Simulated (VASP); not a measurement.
# Li (I4/mmm) in VASP: a series of runs

The runs below take Li through single point, with PBE.

All numbers are computed with VASP 6.6.1; they aren't measurements. Logs are shortened: lines on timing, memory, paths and dates and some standing lists are left out, and cuts for length are marked.

**1. The cell of the first run**

The structure is tetragonal, space group I4/mmm (No. 139). The conventional cell has a = 3.500 Å, b = 3.500 Å, c = 3.430 Å, α = 90.00°, β = 90.00°, γ = 90.00°. Li (site symmetry 4/mmm) has 14 Li at 3.01 to 3.50 Å within 4.0 Å.

**2. Single point, PBE (strain -0.0200 x Voigt [1, 0, 0, 0, 0, 0])**

INCAR

```
SYSTEM = Li
ALGO = Fast ; EDIFF = 1E-7
ENCUT = 520 ; GGA = PE
ISIF = 2 ; ISMEAR = 0
LASPH = .TRUE. ; LCHARG = .TRUE.
LELF = .TRUE. ; LREAL = .FALSE.
LVHAR = .TRUE. ; LWAVE = .FALSE.
NBANDS = 8 ; NELM = 80
PREC = Accurate ; SIGMA = 0.15
```

KPOINTS

```
k-points
0
G
  20 20 20
  0 0 0
```

POSCAR

```
Li
1.0
   -1.7150000000      1.7500000000      1.7500000000
    1.7150000000     -1.7500000000      1.7500000000
    1.7150000000      1.7500000000     -1.7500000000
Li
1
Direct
    0.0000000000      0.0000000000      0.0000000000
```

Potentials or basis: VASP PAW PBE potentials, release 64 (Li_sv).

Launch:

```
> cat potpaw_PBE.64/Li_sv/POTCAR > POTCAR
> mpirun -np 1 vasp_std > vasp.out
```

OUTCAR:

```text
SYSTEM = Li
   EDIFF = 1E-7
   ENCUT = 520
   GGA = PE
   ISIF = 2
   ISMEAR = 0
   LASPH = .TRUE.
   LREAL = .FALSE.
   NELM = 80
   PREC = Accurate

 ion  position               nearest neighbor table
   1  0.000  0.000  0.000-

  LATTYP: Found a body centered tetragonal cell.
 ALAT       =     3.5000000000
 C/A-ratio  =     0.9800000000

  Lattice vectors:

 A1 = (  -1.7150000000,   1.7500000000,  -1.7500000000)
 A2 = (  -1.7150000000,  -1.7500000000,   1.7500000000)
 A3 = (   1.7150000000,   1.7500000000,   1.7500000000)

Analysis of symmetry for initial positions (statically):
=====================================================================
 Subroutine PRICEL returns:
 Original cell was already a primitive cell.

 Routine SETGRP: Setting up the symmetry group for a
 body centered tetragonal supercell.

 Subroutine GETGRP returns: Found 16 space group operations
 (whereof 16 operations were pure point group operations)
 out of a pool of 16 trial point group operations.

The static configuration has the point symmetry D_4h.

Analysis of symmetry for dynamics (positions and initial velocities):
=====================================================================
 Subroutine PRICEL returns:
 Original cell was already a primitive cell.

 Routine SETGRP: Setting up the symmetry group for a
 body centered tetragonal supercell.

 Subroutine GETGRP returns: Found 16 space group operations
 (whereof 16 operations were pure point group operations)
 out of a pool of 16 trial point group operations.

The dynamic configuration has the point symmetry D_4h.

 Subroutine INISYM returns: Found 16 space group operations
 (whereof 16 operations are pure point group operations),
 and found     1 'primitive' translations

----------------------------------------------------------------------------------------

                                     Primitive cell

  volume of cell :      21.0088

  direct lattice vectors                    reciprocal lattice vectors
    -1.715000000  1.750000000  1.750000000     0.000000000  0.285714286  0.285714286
     1.715000000 -1.750000000  1.750000000     0.291545190  0.000000000  0.285714286
     1.715000000  1.750000000 -1.750000000     0.291545190  0.285714286  0.000000000

  length of vectors
     3.011017270  3.011017270  3.011017270     0.404061018  0.408204912  0.408204912

  position of ions in fractional coordinates (direct lattice)
     0.000000000  0.000000000  0.000000000

  ion indices of the primitive-cell ions
   primitive index   ion index
                 1           1

----------------------------------------------------------------------------------------

 KPOINTS: k-points

Automatic generation of k-mesh.
 Grid dimensions read from file:
 generate k-points for:   20   20   20

 Generating k-lattice:

  Cartesian coordinates                     Fractional coordinates (reciprocal lattice)
     0.000000000  0.014285714  0.014285714     0.050000000  0.000000000  0.000000000
     0.014577259  0.000000000  0.014285714    -0.000000000  0.050000000  0.000000000
     0.014577259  0.014285714  0.000000000    -0.000000000  0.000000000  0.050000000

  Length of vectors
     0.020203051  0.020410246  0.020410246

  Shift w.r.t. Gamma in fractional coordinates (k-lattice)
     0.000000000  0.000000000  0.000000000

 Subroutine IBZKPT returns following result:
 ===========================================

 Found    641 irreducible k-points:

 Following reciprocal coordinates:
            Coordinates               Weight
  0.000000  0.000000  0.000000      1.000000
  0.050000  0.000000  0.000000      4.000000
  0.100000  0.000000  0.000000      4.000000
  0.150000  0.000000  0.000000      4.000000
  0.200000  0.000000  0.000000      4.000000
  0.250000  0.000000  0.000000      4.000000
[... 16 lines left out ...]
  0.050000  0.100000  0.000000     16.000000
  0.100000  0.100000  0.000000     16.000000
 [... further k-points ...]
   k-points           NKPTS =    641   k-points in BZ     NKDIM =    641   number of bands    NBANDS=      8
   number of dos      NEDOS =    301   number of ions     NIONS =      1
   total plane-waves  NPLWV =  13824
   dimension x,y,z NGX =    24 NGY =   24 NGZ =   24
   dimension x,y,z NGXF=    48 NGYF=   48 NGZF=   48
   ions per type =               1
   NGX,Y,Z   is equivalent  to a cutoff of  13.25, 13.25, 13.25 a.u.
   NGXF,Y,Z  is equivalent  to a cutoff of  26.50, 26.50, 26.50 a.u.
 SYSTEM =  Li
   PREC   = accura    normal or accurate (medium, high low for compatibility)
   ISTART =      0    job   : 0-new  1-cont  2-samecut
   ICHARG =      2    charge: 1-file 2-atom 10-const
   ISPIN  =      1    spin polarized calculation?
   LNONCOLLINEAR =      F non collinear calculations
   LSORBIT =      F    spin-orbit coupling
   LASPH  =      T    aspherical Exc in radial PAW
   ENCUT  =  520.0 eV  38.22 Ry    6.18 a.u.   5.60  5.60  5.60*2*pi/ulx,y,z
   NELM   =     80;   NELMIN=  2; NELMDL= -5     # of ELM steps
   EDIFF  = 0.1E-06   stopping-criterion for ELM
   LREAL  =      F    real-space projection
   EDIFFG = 0.1E-05   stopping-criterion for IOM
   NSW    =      0    number of steps for IOM
   IBRION =     -1    ionic relax: 0-MD 1-quasi-New 2-CG
   NFREE  =      0    steps in history (QN), initial steepest desc. (CG)
   ISIF   =      2    stress and relaxation
   ISYM   =      2    0-nonsym 1-usesym 2-fastsym
   POTIM  = 0.5000    time-step for ionic-motion
   TEBEG  =    0.0;   TEEND  =   0.0 temperature during run
   PSTRESS=    0.0 pullay stress
   NELECT =       3.0000    total number of electrons
   NUPDOWN=      -1.0000    fix difference up-down
   EMIN   =  10.00;   EMAX   =-10.00  energy-range for DOS
   EFERMI =   0.00;   METHOD = LEGACY
   ISMEAR =     0;   SIGMA  =   0.15  broadening in eV -4-tet -1-fermi 0-gaus
   EFERMI_NEDOS =   21; number of points for ismear=-14 and -15
   IALGO  =     68    algorithm
   IMIX   =      4    mixing-type and parameters
     AMIX     =   0.40;   BMIX     =  1.00
     AMIX_MAG =   1.60;   BMIX_MAG =  1.00
  volume/ion in A,a.u.               =      21.01       141.77
  Fermi-wavevector in a.u.,A,eV,Ry     =   0.855687  1.617015  9.962200  0.732201
  Thomas-Fermi vector in A             =   1.972475
   LORBIT       =      0    0 simple, 1 ext, 2 COOP (PROOUT), +10 PAW based schemes
   GGA     = PE    functional components
   LHFCALC =     F    Hartree Fock is set to
   AEXX    =    0.0000 exact exchange contribution
   IVDW    =     0    specifies the selected vdW correction
   LEPSILON=     F    determine dielectric tensor
   LRPA    =     F    only Hartree local field effects (RPA)
 non-spin polarized calculation
 RMM-DIIS sequential band-by-band and
 Gauss-broadening in eV      SIGMA  =   0.15
  energy-cutoff  :      520.00
  volume of cell :       21.01
 maximum number of plane-waves:       583
   NGX = 11   NGY = 11   NGZ = 11

 number of electron       2.9999992 magnetization

 Free energy of the ion-electron system (eV)
  ---------------------------------------------------
  ext. energy  EPLUGINS =         0.00000000
  ---------------------------------------------------
  free energy    TOTEN  =        -1.90652603 eV

  energy without entropy =       -1.90118810  energy(sigma->0) =       -1.90385706

 E-fermi :   0.5355     XC(G=0):  -6.9576

 val. band max:        0.5257676026   @ k =  -0.0000   0.4500   0.0000
 cond. band min:       0.5367593969   @ k =   0.4500  -0.1500   0.1000
 fundamental gap:      0.0109917942
 Fermi energy:         0.5355460958

 k-point     1 :       0.0000    0.0000    0.0000
  band No.  band energies     occupation
      1     -46.0633      2.00000
      2      -2.9862      2.00000
      3      14.7178      0.00000
      4      14.7179      0.00000
      5      14.8384      0.00000
      6      19.1444      0.00000
      7      19.6255      0.00000
      8      19.6255      0.00000

 k-point     2 :       0.0500    0.0000    0.0000
  band No.  band energies     occupation
      1     -46.0629      2.00000
      2      -2.9402      2.00000
      3      14.3606      0.00000
      4      14.6067      0.00000
      5      14.6565      0.00000
      6      18.5468      0.00000
      7      18.9508      0.00000
      8      19.7387      0.00000

 k-point     3 :       0.1000    0.0000    0.0000
  band No.  band energies     occupation
      1     -46.0618      2.00000
      2      -2.8021      2.00000
      3      13.3443      0.00000
      4      14.0580      0.00000
      5      14.4722      0.00000
      6      17.6901      0.00000
      7      17.9851      0.00000
      8      19.3692      0.00000

 k-point     4 :       0.1500    0.0000    0.0000
  band No.  band energies     occupation
      1     -46.0600      2.00000
      2      -2.5716      2.00000
      3      11.9230      0.00000
      4      13.4057      0.00000
      5      14.1765      0.00000
      6      17.0922      0.00000
      7      17.2243      0.00000
      8      19.1642      0.00000

 k-point     5 :       0.2000    0.0000    0.0000
  band No.  band energies     occupation
      1     -46.0576      2.00000
      2      -2.2490      2.00000
      3      10.3733      0.00000
      4      12.7665      0.00000
      5      13.8077      0.00000
      6      16.3081      0.00000
      7      17.0113      0.00000
      8      19.2297      0.00000
[... 177 lines left out ...]
 k-point    22 :      -0.0000    0.1000    0.0000
  band No.  band energies     occupation
      1     -46.0617      2.00000
      2      -2.7982      2.00000
      3      13.5936      0.00000
      4      13.8898      0.00000
      5      14.4255      0.00000
      6      17.6024      0.00000
      7      17.6895      0.00000
      8      19.4461      0.00000

 k-point    23 :       0.0500    0.1000    0.0000
  band No.  band energies     occupation
      1     -46.0606      2.00000
      2      -2.6599      2.00000
      3      12.9565      0.00000
      4      13.2161      0.00000
      5      14.0474      0.00000
      6      17.2208      0.00000
      7      17.4197      0.00000
      8      19.3967      0.00000

 k-point    24 :       0.1000    0.1000    0.0000
  band No.  band energies     occupation
      1     -46.0589      2.00000
      2      -2.4291      2.00000
      3      11.9225      0.00000
      4      12.3046      0.00000
      5      13.5653      0.00000
      6      16.9840      0.00000
      7      17.3489      0.00000
      8      19.4538      0.00000

 [... further k-points ...]

------------------------ aborting loop because EDIFF is reached ----------------------------------------

  FORCE on cell =-STRESS in cart. coord.  units (eV):
  Direction    XX          YY          ZZ          XY          YZ          ZX
  --------------------------------------------------------------------------------------
  -------------------------------------------------------------------------------------
  Total       -0.0727935     -0.0714909     -0.0714909      0.0000000      0.0000000     -0.0000000
  in kB       -5.5514026     -5.4520667     -5.4520667      0.0000000      0.0000000     -0.0000000
  external PRESSURE =      -5.4851786 kB  Pullay stress =       0.0000000 kB

 VOLUME and BASIS-vectors are now :
 -----------------------------------------------------------------------------
  energy-cutoff  :      520.00
  volume of cell :       21.01
      direct lattice vectors                 reciprocal lattice vectors
    -1.715000000  1.750000000  1.750000000     0.000000000  0.285714286  0.285714286
     1.715000000 -1.750000000  1.750000000     0.291545190  0.000000000  0.285714286
     1.715000000  1.750000000 -1.750000000     0.291545190  0.285714286  0.000000000

 POSITION                                       TOTAL-FORCE (eV/Angst)
 -----------------------------------------------------------------------------------
      0.00000      0.00000      0.00000         0.000000     -0.000000      0.000000
 -----------------------------------------------------------------------------------
    total drift:                               -0.000000      0.000000     -0.000000

  FREE ENERGIE OF THE ION-ELECTRON SYSTEM (eV)
  ---------------------------------------------------
  free  energy   TOTEN  =        -1.9065260281 eV

  energy  without entropy=       -1.9011881004  energy(sigma->0) =       -1.90385706
```

Wall time 2 min (1 thread of Intel Xeon Platinum 8175M at 2.50GHz (Skylake/Cascade Lake), shared host); peak memory 0.2 GiB.

Results:

```yaml
Free_energy: -1.9065 eV
Band_gap_on_the_k_mesh: zero (an odd number of electrons rules out a gap without spin polarisation)
```

Levels at points of the mesh, in eV from the Fermi level:
```
           k point  band 1  band 2  band 3  band 4  band 5
(0.00, 0.00, 0.00)  -46.60   -3.52   14.18   14.18   14.30
(0.50, 0.00, 0.00)  -46.58    0.18    3.05   10.28   11.79
(0.00, 0.50, 0.00)  -46.58    0.28    3.17   10.01   11.42
(0.50, 0.50, 0.50)  -46.57    5.24    5.24    5.68    7.47
```

Caveat: the cell differs from its parent crystal (strain -0.0200 x Voigt [1, 0, 0, 0, 0, 0]); the cutoff is under 1.25 times the usual one of these potentials, so pressure, stress and relaxed cells hold a basis-set (Pulay) error.

**3. Single point, PBE (strain -0.0150 x Voigt [1, 0, 0, 0, 0, 0])**

INCAR

```
ALGO = Fast
EDIFF = 1E-6
ENCUT = 520
GGA = PE
ISIF = 2
ISMEAR = 0
LASPH = T
LCHARG = F
LREAL = F
LWAVE = F
NBANDS = 8
NELM = 80
PREC = Accurate
SIGMA = 0.15
```

KPOINTS

```
k-points
0
Gamma
  20 20 20
```

POSCAR

```
Li
1.0
   -1.7237500000      1.7500000000      1.7500000000
    1.7237500000     -1.7500000000      1.7500000000
    1.7237500000      1.7500000000     -1.7500000000
Li
1
Direct
    0.0000000000      0.0000000000      0.0000000000
```

Potentials or basis: VASP PAW PBE potentials, release 64 (Li_sv).

Launch:

```
> cat potpaw_PBE.64/Li_sv/POTCAR > POTCAR
> mpirun -np 1 vasp_std > vasp.out
```

Wall time 73 s (1 thread of Intel Xeon Platinum 8175M at 2.50GHz (Skylake/Cascade Lake), shared host); peak memory 0.2 GiB.

Results (log left out):

```
Free energy            : -1.9062 eV
Band gap on the k mesh : zero (an odd number of electrons rules out a gap without spin polarisation)
```

Levels at points of the mesh, in eV from the Fermi level:
```tsv
k point	band 1	band 2	band 3	band 4	band 5	band 6	band 7
(0.00, 0.00, 0.00)	-46.61	-3.52	14.14	14.14	14.23	18.63	18.98
(0.50, 0.00, 0.00)	-46.60	0.20	3.06	10.20	11.69	13.47	16.69
(0.00, 0.50, 0.00)	-46.60	0.27	3.15	10.00	11.42	13.19	16.55
(0.50, 0.50, 0.50)	-46.59	5.26	5.26	5.59	7.48	7.69	13.04
```

Caveat: the cell differs from its parent crystal (strain -0.0150 x Voigt [1, 0, 0, 0, 0, 0]); the cutoff is under 1.25 times the usual one of these potentials, so pressure, stress and relaxed cells hold a basis-set (Pulay) error.
